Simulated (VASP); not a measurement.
Here is a VASP 6.6.1 calculation.

INCAR

```
  PREC = Accurate
  ENCUT = 600
  EDIFF = 1E-7
  ISMEAR = 0
  SIGMA = 0.02
  LREAL = F
  LASPH = T
  NELM = 120
  ALGO = Normal
  ISIF = 4
  LWAVE = F
  LCHARG = F
  GGA = PS
  IBRION = 2
  NSW = 50
  EDIFFG = -0.01
  GGA_COMPAT = F
  NELMIN = 4
  KPAR = 4
```

File KPOINTS:

```
Automatic mesh
0
Gamma
  8 8 4
```

Contents of POSCAR:

```
Nb3N5
1.0
    1.9675332941     -5.2195200863      0.0000000000
    1.9675332941      5.2195200863      0.0000000000
    0.0000000000      0.0000000000     10.4545308895
Nb N
6 10
Direct
    0.8688110500      0.1311889500      0.4416517033
    0.8688110500      0.1311889500      0.0583482967
    0.7964259934      0.2035740066      0.7500000000
    0.2035740066      0.7964259934      0.2500000000
    0.1311889500      0.8688110500      0.5583482967
    0.1311889500      0.8688110500      0.9416517033
    0.6917434315      0.3082565685      0.9252965030
    0.9530708651      0.0469291349      0.6191331754
    0.9530708651      0.0469291349      0.8808668246
    0.6917434315      0.3082565685      0.5747034970
    0.7642643551      0.2357356449      0.2500000000
    0.0469291349      0.9530708651      0.3808668246
    0.3082565685      0.6917434315      0.0747034970
    0.3082565685      0.6917434315      0.4252965030
    0.2357356449      0.7642643551      0.7500000000
    0.0469291349      0.9530708651      0.1191331754
```

Potentials or basis: VASP PAW PBE potentials, release 64 (Nb_sv, N).

Run with:

```sh
$ cat potpaw_PBE.64/Nb_sv/POTCAR potpaw_PBE.64/N/POTCAR > POTCAR
$ mpirun -np 4 vasp_std > vasp.out
```

Task: Estimate the band gap on the k mesh.

Result: 0.79 eV (least direct gap 1.02 eV).

Final structure:
```xyz
16
Lattice="1.9632 -5.2197 0.0000 1.9632 5.2197 0.0000 0.0000 0.0000 10.4774" Properties=species:S:1:pos:R:3 pbc="T T T"
Nb    1.9632   -3.8584    4.6339
Nb    1.9632   -3.8584    0.6048
Nb    1.9632   -3.0820    7.8581
Nb    1.9632    3.0820    2.6194
Nb    1.9632    3.8584    5.8435
Nb    1.9632    3.8584    9.8727
N     1.9632   -2.0060    9.6827
N     1.9632   -4.7283    6.4711
N     1.9632   -4.7283    9.2450
N     1.9632   -2.0060    6.0335
N     1.9632   -2.7494    2.6194
N     1.9632    4.7283    4.0063
N     1.9632    2.0060    0.7947
N     1.9632    2.0060    4.4440
N     1.9632    2.7494    7.8581
N     1.9632    4.7283    1.2324
```

Caveat: semilocal functionals underestimate gaps, and a narrow one can read as zero. A k mesh can miss the band edges.
